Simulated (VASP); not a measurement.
# GaN (F-43m) in VASP: notebook

Runs on GaN. Level: BHLYP. Tasks: single point.

Everything below comes from runs of VASP 6.6.1. Logs are shortened: lines on timing, memory, paths and dates and some standing lists are left out, and cuts for length are marked.

### 1 The cell of the first run

Symmetry: F-43m, No. 216, cubic system. Conventional cell: a = 4.446 Å, b = 4.446 Å, c = 4.446 Å, α = 90.00°, β = 90.00°, γ = 90.00°. Within 2.6 Å of Ga (site symmetry -43m) lie 4 N at 1.93 Å. N (site symmetry -43m) has 4 Ga at 1.93 Å within 2.6 Å.

### 2 Single point, BHLYP

Input file POSCAR:

```
GaN
1.0
    0.0000000000      2.2230441631      2.2230441631
    2.2230441631      0.0000000000      2.2230441631
    2.2230441631      2.2230441631      0.0000000000
Ga N
1 1
Direct
    0.0000000000      0.0000000000      0.0000000000
    0.2500000000      0.2500000000      0.2500000000
```

Input file INCAR.step1:

```
SYSTEM = GaN
PREC = Accurate
ENCUT = 520
EDIFF = 1E-5
ISMEAR = -1
SIGMA = 0.05
LREAL = .FALSE.
LASPH = .TRUE.
NELM = 100
ALGO = Normal
ISIF = 2
LWAVE = .TRUE.
LCHARG = .FALSE.
NBANDS = 16
GGA = PE
```

Input file INCAR.step2:

```
SYSTEM = GaN
PREC = Accurate
ENCUT = 520
EDIFF = 1E-6
ISMEAR = -1
SIGMA = 0.05
LREAL = .FALSE.
LASPH = .TRUE.
NELM = 100
ALGO = Normal
ISIF = 2
LWAVE = .FALSE.
LCHARG = .FALSE.
GGA = B5
LHFCALC = .TRUE.
AEXX = 0.5
ALDAX = 0.5
AGGAX = 0.5
AGGAC = 1.0
ALDAC = 0.0
PRECFOCK = Normal
NBANDS = 16
ISTART = 1
```

Input file KPOINTS:

```
Automatic mesh
0
G
  5 5 5
  0 0 0
```

Potentials or basis: VASP PAW PBE potentials, release 64 (Ga_d, N).

The run is started by

```
> cat potpaw_PBE.64/Ga_d/POTCAR potpaw_PBE.64/N/POTCAR > POTCAR
> cp INCAR.step1 INCAR
> mpirun -np 1 vasp_std > vasp.out
> cp INCAR.step2 INCAR
> mpirun -np 1 vasp_std > vasp.out
```

OUTCAR:

```text
SYSTEM = GaN
   PREC = Accurate
   ENCUT = 520
   EDIFF = 1E-6
   ISMEAR = -1
   LREAL = .FALSE.
   LASPH = .TRUE.
   NELM = 100
   ISIF = 2
   GGA = B5
   LHFCALC = .TRUE.
   AEXX = 0.5
   PRECFOCK = Normal
   ISTART = 1

 ion  position               nearest neighbor table
   1  0.000  0.000  0.000-   2 1.93   2 1.93   2 1.93   2 1.93
   2  0.250  0.250  0.250-   1 1.93   1 1.93   1 1.93   1 1.93

  LATTYP: Found a face centered cubic cell.
 ALAT       =     4.4460883262

  Lattice vectors:

 A1 = (   0.0000000000,   2.2230441631,   2.2230441631)
 A2 = (   2.2230441631,   0.0000000000,   2.2230441631)
 A3 = (   2.2230441631,   2.2230441631,   0.0000000000)

Analysis of symmetry for initial positions (statically):
=====================================================================
 Subroutine PRICEL returns:
 Original cell was already a primitive cell.

 Routine SETGRP: Setting up the symmetry group for a
 face centered cubic supercell.

 Subroutine GETGRP returns: Found 24 space group operations
 (whereof 24 operations were pure point group operations)
 out of a pool of 48 trial point group operations.

The static configuration has the point symmetry T_d .

Analysis of symmetry for dynamics (positions and initial velocities):
=====================================================================
 Subroutine PRICEL returns:
 Original cell was already a primitive cell.

 Routine SETGRP: Setting up the symmetry group for a
 face centered cubic supercell.

 Subroutine GETGRP returns: Found 24 space group operations
 (whereof 24 operations were pure point group operations)
 out of a pool of 48 trial point group operations.

The dynamic configuration has the point symmetry T_d .

 Subroutine INISYM returns: Found 24 space group operations
 (whereof 24 operations are pure point group operations),
 and found     1 'primitive' translations

----------------------------------------------------------------------------------------

                                     Primitive cell
[... 74 lines left out ...]
   ENCUT  =  520.0 eV  38.22 Ry    6.18 a.u.   5.85  5.85  5.85*2*pi/ulx,y,z
   NELM   =    100;   NELMIN=  2; NELMDL=  0     # of ELM steps
   EDIFF  = 0.1E-05   stopping-criterion for ELM
   LREAL  =      F    real-space projection
   EDIFFG = 0.1E-04   stopping-criterion for IOM
   NSW    =      0    number of steps for IOM
   IBRION =     -1    ionic relax: 0-MD 1-quasi-New 2-CG
   NFREE  =      0    steps in history (QN), initial steepest desc. (CG)
   ISIF   =      2    stress and relaxation
   ISYM   =      3    0-nonsym 1-usesym 2-fastsym
   POTIM  = 0.5000    time-step for ionic-motion
   TEBEG  =    0.0;   TEEND  =   0.0 temperature during run
   PSTRESS=    0.0 pullay stress
   NELECT =      18.0000    total number of electrons
   NUPDOWN=      -1.0000    fix difference up-down
   EMIN   =  10.00;   EMAX   =-10.00  energy-range for DOS
   EFERMI =   0.00;   METHOD = LEGACY
   ISMEAR =    -1;   SIGMA  =   0.05  broadening in eV -4-tet -1-fermi 0-gaus
   EFERMI_NEDOS =   21; number of points for ismear=-14 and -15
   IALGO  =     38    algorithm
   IMIX   =      1    mixing-type and parameters
     AMIX     =   0.40;   BMIX     =  1.00
     AMIX_MAG =   1.60;   BMIX_MAG =  1.00
  volume/ion in A,a.u.               =      10.99        74.14
  Fermi-wavevector in a.u.,A,eV,Ry     =   1.531819  2.894719 31.925673  2.346471
  Thomas-Fermi vector in A             =   2.639111
   LORBIT       =      0    0 simple, 1 ext, 2 COOP (PROOUT), +10 PAW based schemes
   GGA     = B5    functional components
   LHFCALC =     T    Hartree Fock is set to
   PRECFOCK=normal    Normal, Fast or Accurate (Low or Medium for compatibility)
   ENCUT4O =  -1.0   cutoff for four orbital integrals eV
   NKREDX  =     1    reduce k-point grid by
   NKREDY  =     1    reduce k-point grid by
   NKREDZ  =     1    reduce k-point grid by
   AEXX    =    0.5000 exact exchange contribution
   HFSCREEN=    0.0000 screening length (either q_TF or 0.3 A-1)
   HFSCREENC=   0.0000 screening length for correlation (either q_TF or 0.3 A-1)
   ENCUTFOCK=  -1.0 apply spherical cutoff to Coloumb kernel
   IVDW    =     0    specifies the selected vdW correction
   LEPSILON=     F    determine dielectric tensor
   LRPA    =     F    only Hartree local field effects (RPA)
 non-spin polarized calculation
  energy-cutoff  :      520.00
  volume of cell :       21.97
 maximum number of plane-waves:       609
  NGX = 18; NGY = 18; NGZ = 18

 number of electron      18.0000015 magnetization

 Free energy of the ion-electron system (eV)
  ---------------------------------------------------
  ext. energy  EPLUGINS =         0.00000000
  ---------------------------------------------------
  free energy    TOTEN  =       -18.19109907 eV

  energy without entropy =      -18.19109907  energy(sigma->0) =      -18.19109907

 E-fermi :   4.6186     XC(G=0):  -6.2328

 val. band max:        3.5992237251   @ k =   0.0000   0.0000   0.0000
 cond. band min:       9.9537475481   @ k =   0.0000   0.0000   0.0000
 fundamental gap:      6.3545238230
 Fermi energy:         4.6186480513

 k-point     1 :       0.0000    0.0000    0.0000
  band No.  band energies     occupation
      1     -15.6189      2.00000
      2     -14.2112      2.00000
      3     -14.2112      2.00000
      4     -14.2112      2.00000
      5     -13.8573      2.00000
      6     -13.8573      2.00000
[... 167 lines left out ...]
      3     -14.0165      2.00000
      4     -13.9047      2.00000
      5     -13.8333      2.00000
      6     -11.0815      2.00000
[... 8 lines left out ...]
     15      28.8719      0.00000
     16      33.4979      0.00000

------------------------ aborting loop because EDIFF is reached ----------------------------------------

  FORCE on cell =-STRESS in cart. coord.  units (eV):
  Direction    XX          YY          ZZ          XY          YZ          ZX
  --------------------------------------------------------------------------------------
  -------------------------------------------------------------------------------------
  Total        1.1324261      1.1324261      1.1324261      0.0000000      0.0000000      0.0000000
  in kB       82.5745452     82.5745452     82.5745452      0.0000000      0.0000000      0.0000000
  external PRESSURE =      82.5745452 kB  Pullay stress =       0.0000000 kB

 VOLUME and BASIS-vectors are now :
 -----------------------------------------------------------------------------
  energy-cutoff  :      520.00
  volume of cell :       21.97
      direct lattice vectors                 reciprocal lattice vectors
     0.000000000  2.223044163  2.223044163    -0.224916809  0.224916809  0.224916809
     2.223044163  0.000000000  2.223044163     0.224916809 -0.224916809  0.224916809
     2.223044163  2.223044163  0.000000000     0.224916809  0.224916809 -0.224916809

 POSITION                                       TOTAL-FORCE (eV/Angst)
 -----------------------------------------------------------------------------------
      0.00000      0.00000      0.00000        -0.000000     -0.000000     -0.000000
      1.11152      1.11152      1.11152         0.000000      0.000000      0.000000
 -----------------------------------------------------------------------------------
    total drift:                               -0.000033     -0.000018     -0.000015

  FREE ENERGIE OF THE ION-ELECTRON SYSTEM (eV)
  ---------------------------------------------------
  free  energy   TOTEN  =       -18.1910990715 eV

  energy  without entropy=      -18.1910990714  energy(sigma->0) =      -18.19109907
```

It took 7.6 min on 1 thread of Intel Xeon Platinum 8375C at 2.90GHz (Ice Lake), shared host; peak memory 0.15 GiB.

What came out:

```yaml
Free_energy: -18.1911 eV
Pressure: 8.3 GPa
Band_gap_on_the_k_mesh: 6.35 eV, direct
```

Caveat: the k points lie up to 0.49 Å⁻¹ apart; the PAW data sets were made with another functional, which shifts forces and pressure a little.

### 3 Single point, BHLYP

This run uses another cell than the first one, of 11.21 Å³/atom, 1.021 times its volume.

Input file POSCAR:

```
GaN
1.0
    0.0000000000      2.2383759866      2.2383759866
    2.2383759866      0.0000000000      2.2383759866
    2.2383759866      2.2383759866      0.0000000000
Ga N
1 1
Direct
    0.0000000000      0.0000000000      0.0000000000
    0.2500000000      0.2500000000      0.2500000000
```

Input file INCAR.step1:

```
SYSTEM = GaN
ALGO = Normal ; EDIFF = 1E-5
ENCUT = 520 ; GGA = PE
ISIF = 2 ; ISMEAR = -1
LASPH = .TRUE. ; LREAL = .FALSE.
LWAVE = .TRUE. ; NBANDS = 16
NELM = 100 ; PREC = Accurate
SIGMA = 0.05
```

Input file INCAR.step2:

```
SYSTEM = GaN
AEXX = 0.5 ; AGGAC = 1.0
AGGAX = 0.5 ; ALDAC = 0.0
ALDAX = 0.5 ; ALGO = Normal
EDIFF = 1E-6 ; ENCUT = 520
GGA = B5 ; ISIF = 2
ISMEAR = -1 ; ISTART = 1
LASPH = .TRUE. ; LCHARG = .TRUE.
LELF = .TRUE. ; LHFCALC = .TRUE.
LREAL = .FALSE. ; LVHAR = .TRUE.
LWAVE = .FALSE. ; NBANDS = 16
NELM = 100 ; PREC = Accurate
PRECFOCK = Normal ; SIGMA = 0.05
```

Input file KPOINTS:

```
k-points
0
G
  5 5 5
  0 0 0
```

Potentials or basis: VASP PAW PBE potentials, release 64 (Ga_d, N).

The run is started by

```
> cat potpaw_PBE.64/Ga_d/POTCAR potpaw_PBE.64/N/POTCAR > POTCAR
> cp INCAR.step1 INCAR
> mpirun -np 1 vasp_std > vasp.out
> cp INCAR.step2 INCAR
> mpirun -np 1 vasp_std > vasp.out
```

OUTCAR:

```text
SYSTEM = GaN
   AEXX = 0.5
   EDIFF = 1E-6
   ENCUT = 520
   GGA = B5
   ISIF = 2
   ISMEAR = -1
   ISTART = 1
   LASPH = .TRUE.
   LHFCALC = .TRUE.
   LREAL = .FALSE.
   NELM = 100
   PREC = Accurate
   PRECFOCK = Normal

 ion  position               nearest neighbor table
   1  0.000  0.000  0.000-   2 1.94   2 1.94   2 1.94   2 1.94
   2  0.250  0.250  0.250-   1 1.94   1 1.94   1 1.94   1 1.94

  LATTYP: Found a face centered cubic cell.
 ALAT       =     4.4767519732

  Lattice vectors:

 A1 = (   0.0000000000,   2.2383759866,   2.2383759866)
 A2 = (   2.2383759866,   0.0000000000,   2.2383759866)
 A3 = (   2.2383759866,   2.2383759866,   0.0000000000)

Analysis of symmetry for initial positions (statically):
=====================================================================
 Subroutine PRICEL returns:
 Original cell was already a primitive cell.

 Routine SETGRP: Setting up the symmetry group for a
 face centered cubic supercell.

 Subroutine GETGRP returns: Found 24 space group operations
 (whereof 24 operations were pure point group operations)
 out of a pool of 48 trial point group operations.

The static configuration has the point symmetry T_d .

Analysis of symmetry for dynamics (positions and initial velocities):
=====================================================================
 Subroutine PRICEL returns:
 Original cell was already a primitive cell.

 Routine SETGRP: Setting up the symmetry group for a
 face centered cubic supercell.

 Subroutine GETGRP returns: Found 24 space group operations
 (whereof 24 operations were pure point group operations)
[... 106 lines left out ...]
     AMIX     =   0.40;   BMIX     =  1.00
     AMIX_MAG =   1.60;   BMIX_MAG =  1.00
  volume/ion in A,a.u.               =      11.21        75.68
  Fermi-wavevector in a.u.,A,eV,Ry     =   1.521327  2.874892 31.489820  2.314436
  Thomas-Fermi vector in A             =   2.630057
   LORBIT       =      0    0 simple, 1 ext, 2 COOP (PROOUT), +10 PAW based schemes
   GGA     = B5    functional components
   LHFCALC =     T    Hartree Fock is set to
   PRECFOCK=normal    Normal, Fast or Accurate (Low or Medium for compatibility)
   ENCUT4O =  -1.0   cutoff for four orbital integrals eV
   NKREDX  =     1    reduce k-point grid by
   NKREDY  =     1    reduce k-point grid by
   NKREDZ  =     1    reduce k-point grid by
   AEXX    =    0.5000 exact exchange contribution
   HFSCREEN=    0.0000 screening length (either q_TF or 0.3 A-1)
   HFSCREENC=   0.0000 screening length for correlation (either q_TF or 0.3 A-1)
   ENCUTFOCK=  -1.0 apply spherical cutoff to Coloumb kernel
   IVDW    =     0    specifies the selected vdW correction
   LEPSILON=     F    determine dielectric tensor
   LRPA    =     F    only Hartree local field effects (RPA)
 non-spin polarized calculation
  energy-cutoff  :      520.00
  volume of cell :       22.43
 maximum number of plane-waves:       614
  NGX = 18; NGY = 18; NGZ = 18

 number of electron      18.0000015 magnetization

 Free energy of the ion-electron system (eV)
  ---------------------------------------------------
  ext. energy  EPLUGINS =         0.00000000
  ---------------------------------------------------
  free energy    TOTEN  =       -18.20790132 eV

  energy without entropy =      -18.20790132  energy(sigma->0) =      -18.20790132

 E-fermi :   4.5250     XC(G=0):  -6.1770

 val. band max:        3.3858102676   @ k =   0.0000   0.0000   0.0000
 cond. band min:       9.5591202470   @ k =   0.0000   0.0000   0.0000
 fundamental gap:      6.1733099793
 Fermi energy:         4.5249513110

 k-point     1 :       0.0000    0.0000    0.0000
  band No.  band energies     occupation
      1     -15.6474      2.00000
      2     -14.4357      2.00000
      3     -14.4357      2.00000
      4     -14.4357      2.00000
      5     -14.1023      2.00000
      6     -14.1023      2.00000
[... 167 lines left out ...]
      3     -14.2505      2.00000
      4     -14.1476      2.00000
      5     -14.0794      2.00000
      6     -11.2957      2.00000
[... 8 lines left out ...]
     15      28.4012      0.00000
     16      32.8810      0.00000

------------------------ aborting loop because EDIFF is reached ----------------------------------------

  FORCE on cell =-STRESS in cart. coord.  units (eV):
  Direction    XX          YY          ZZ          XY          YZ          ZX
  --------------------------------------------------------------------------------------
  -------------------------------------------------------------------------------------
  Total        0.4806053      0.4806053      0.4806053      0.0000000      0.0000000      0.0000000
  in kB       34.3297050     34.3297050     34.3297050      0.0000000      0.0000000      0.0000000
  external PRESSURE =      34.3297050 kB  Pullay stress =       0.0000000 kB

 VOLUME and BASIS-vectors are now :
 -----------------------------------------------------------------------------
  energy-cutoff  :      520.00
  volume of cell :       22.43
      direct lattice vectors                 reciprocal lattice vectors
     0.000000000  2.238375987  2.238375987    -0.223376235  0.223376235  0.223376235
     2.238375987  0.000000000  2.238375987     0.223376235 -0.223376235  0.223376235
     2.238375987  2.238375987  0.000000000     0.223376235  0.223376235 -0.223376235

 POSITION                                       TOTAL-FORCE (eV/Angst)
 -----------------------------------------------------------------------------------
      0.00000      0.00000      0.00000         0.000000      0.000000      0.000000
      1.11919      1.11919      1.11919        -0.000000     -0.000000     -0.000000
 -----------------------------------------------------------------------------------
    total drift:                               -0.000032     -0.000021     -0.000008

  FREE ENERGIE OF THE ION-ELECTRON SYSTEM (eV)
  ---------------------------------------------------
  free  energy   TOTEN  =       -18.2079013204 eV

  energy  without entropy=      -18.2079013204  energy(sigma->0) =      -18.20790132
```

Wall time 8.3 min (1 thread of Intel Xeon Platinum 8375C at 2.90GHz (Ice Lake), shared host); peak memory 0.15 GiB.

What came out:

```
Free energy            : -18.2079 eV
Pressure               : 3.4 GPa
Band gap on the k mesh : 6.17 eV, direct
```

Levels at points of the mesh, in eV from the valence-band top:
| k point | band 5 | band 6 | band 7 | band 8 | band 9 | band 10 | band 11 | band 12 | band 13 | band 14 |
| --- | --- | --- | --- | --- | --- | --- | --- | --- | --- | --- |
| (0.00, 0.00, 0.00) | -17.49 | -17.49 | 0.00 | 0.00 | 0.00 | 6.17 | 15.35 | 15.35 | 15.35 | 23.27 |

Caveat: the k points lie up to 0.49 Å⁻¹ apart; the PAW data sets were made with another functional, which shifts forces and pressure a little.
